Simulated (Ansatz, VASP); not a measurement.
**CdS in VASP and in Ansatz**

```
CELL_PARAMETERS angstrom
4.23257 0.00000 0.00000
-2.11629 3.66551 0.00000
0.00000 0.00000 5.76522
ATOMIC_POSITIONS crystal
Cd 0.00000 0.00000 0.44269
S 0.66667 0.33333 0.43431
```

Change from the starting cell: volume scaled by 0.98.

Alike in both runs: task single point; functional PBEsol; k mesh 7 × 7 × 5; occupations fermi-dirac, width 0.05 eV; no spin polarisation.

|  | VASP | Ansatz |
| --- | --- | --- |
| version | VASP 6.6.1 | Ansatz 0.2.0 |
| potentials or method | VASP PAW PBE potentials, release 64 (Cd, S), cutoff 520 eV | all-electron LAPW, scalar-relativistic |

Ansatz gave:

- gap on the k mesh at the Fermi level (eV): 1.45
- least direct gap on the mesh (eV): 1.46
- pressure (GPa): -0.9
- traceless stress, the component that is largest in VASP (GPa): 0.95
- rms of the force components (eV/Å): 0.007

Task: Estimate VASP's values.

Result: gap on the k mesh at the Fermi level (eV): 1.46; least direct gap on the mesh (eV): 1.46; pressure (GPa): -0.8; traceless stress, the component that is largest in VASP (GPa): 0.75; rms of the force components (eV/Å): 0.005.

VASP's potentials were made for PBE, not for PBEsol. Atom by atom the forces differ by 0.002 eV/Å (rms over components). Ansatz ran all-electron here, and VASP with PAW potentials.
